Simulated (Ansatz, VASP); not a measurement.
**One calculation of TaAl2N3, two programs**

```
Ta Al N
1.0
     4.58680   -2.56319    0.00000
     4.58680    2.56319    0.00000
    -0.09232    0.00000    5.36015
Ta Al N
2 4 6
Direct
  0.98814 0.01770 0.00976
  0.01770 0.98814 0.50976
  0.33088 0.33166 0.75755
  0.33166 0.33088 0.25755
  0.67136 0.67382 0.75187
  0.67382 0.67136 0.25187
  0.99805 0.39835 0.01388
  0.00826 0.60083 0.51659
  0.60083 0.00826 0.01659
  0.39835 0.99805 0.51388
  0.38076 0.62970 0.95448
  0.62970 0.38076 0.45448
```

Change from the starting cell: the structure that the rattled cell fell into.

Alike in both runs: task single point; functional PBE; k mesh 4 × 4 × 4; occupations gaussian, width 0.1 eV; collinear spin.

|  | VASP | Ansatz |
| --- | --- | --- |
| version | VASP 6.6.1 | Ansatz 0.2.0 |
| potentials or method | VASP PAW PBE potentials, release 64 (Ta_pv, Al, N), cutoff 520 eV | scalar-relativistic, plane waves, PAW |
| valence electrons in the cell | 64 | 68 |

Ansatz gave:

| Item | Value |
| --- | --- |
| gap on the k mesh at the Fermi level (eV) | none |
| pressure (GPa) | 0.2 |
| traceless stress, the component that is largest in VASP (GPa) | 1.12 |
| rms of the force components (eV/Å) | 0.219 |
| net moment per atom (μB) | 0.00 |

Problem. Which values does VASP return?

Solution. gap on the k mesh at the Fermi level (eV): none; pressure (GPa): 0.3; traceless stress, the component that is largest in VASP (GPa): 1.28; rms of the force components (eV/Å): 0.219; net moment per atom (μB): 0.00.

Atom by atom the forces differ by 0.020 eV/Å (rms over components). A gap of «none» marks a metal or a gap that the smearing closes. The functional is the same, so the differences come from potentials, cutoffs and numerics. VASP's potentials hold 64 valence electrons a cell and Ansatz's 68, so a difference there can come from the potentials and not from the codes. Ansatz's warnings: seeded moment not kept.

Neither program's run includes spin-orbit coupling.
